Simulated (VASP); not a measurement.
Runs of VASP 6.6.1 on V. The structure is that of space group Im-3m (No. 229), or close to it. The cells are those of the table. 

| task | cell | k mesh | cutoff (eV) | smearing | gap on the mesh (eV) | pressure (GPa) |
| --- | --- | --- | --- | --- | --- | --- |
| single point | a = 2.589 Å, angles 109.5°, 1 atom | 10 × 10 × 10 | 520 | gaussian 0.1 eV | none | (a) |
| single point | a = 2.588 Å, angles 109.5°, 1 atom | 26 × 26 × 26 | 520 | fermi-dirac 0.15 eV | none | 0.3 |
| relaxation of cell and atoms | relaxed from a = 2.620 Å, angles 109.5°, 1 atom | 10 × 10 × 10 | 600 | gaussian 0.1 eV | none | -0.1 |
| single point | a = 2.620 Å, angles 109.5°, 1 atom | 8 × 8 × 8 | 520 | gaussian 0.1 eV | none | -8.1 |
| single point | a = 2.584 Å, angles 109.5°, 1 atom | 26 × 26 × 26 | 520 | gaussian 0.1 eV | none | 0.3 |

Alike in all rows: level r2SCAN; potentials or basis VASP PAW PBE potentials, release 64 (V_sv); no spin polarisation.

Task: Estimate the missing entries.

Result: (a) 0.2.

Caveats: some runs use coarse meshes; the PAW data sets were made with another functional, which shifts forces and pressure a little.

A gap of «none» marks levels without a gap at the run's occupations.
